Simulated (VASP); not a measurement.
# WS2F: single point with PBE

WS2F:

```
W S F
1.0
     4.05425    0.00000    0.00000
    -2.02712    3.51108    0.00000
     0.00000    0.00000    6.25742
W S F
1 2 1
Direct
  0.00000 0.00000 0.50000
  0.00000 0.00000 0.80849
  0.00000 0.00000 0.19151
  0.00000 0.00000 0.00000
```

The cell was generated, and may not be a known phase.

```json
{"Program": "VASP 6.6.1", "Task": "single point", "Functional": "PBE", "Potentials or basis": "VASP PAW PBE potentials, release 64 (W_sv, S, F)", "Cutoff": "520 eV", "k mesh": "6 × 6 × 4", "Occupations": "gaussian, width 0.1 eV", "Spin": "no spin polarisation"}
```

The pressure is 81.9 GPa and the largest force is 36.243 eV/Å. The band gap on the k mesh is zero (an odd number of electrons rules out a gap without spin polarisation).

Forces in eV/Å, atoms in the order of the input:
```
W     0.000   0.000   0.000
S     0.000   0.000 -36.243
S     0.000   0.000  36.243
F     0.000   0.000   0.000
```

Stress tensor (GPa, compression positive):
```
 -4.77   0.00   0.00
  0.00  -4.77   0.00
  0.00   0.00 255.20
```

Levels at points of the mesh, in eV from the Fermi level:
```csv
k point,band 13,band 14,band 15,band 16,band 17,band 18,band 19,band 20,band 21,band 22
"(0.00, 0.00, 0.00)",-4.05,-2.01,-2.01,-1.89,-0.31,-0.31,0.77,0.77,4.06,4.12
"(0.50, 0.00, 0.00)",-4.05,-2.54,-2.42,-0.94,0.38,0.68,0.81,1.52,2.85,3.76
"(0.00, 0.00, 0.50)",-4.43,-4.43,-3.53,-0.28,-0.28,-0.25,0.37,3.05,3.05,5.22
"(0.50, 0.00, 0.50)",-4.72,-4.67,-1.94,-0.20,0.82,1.06,1.71,2.21,2.46,2.70
```

Run time: 60 s on 1 thread of Oxide Virtual Turin-like Processor, on a shared host, peak memory 0.18 GiB.

Caveat: the stress differs along the axes, from -5 to 255 GPa; spin-orbit coupling is left out, which moves the levels of the heavy elements; an odd number of electrons without spin polarisation forces a metal; a magnetic or distorted state may lie lower.
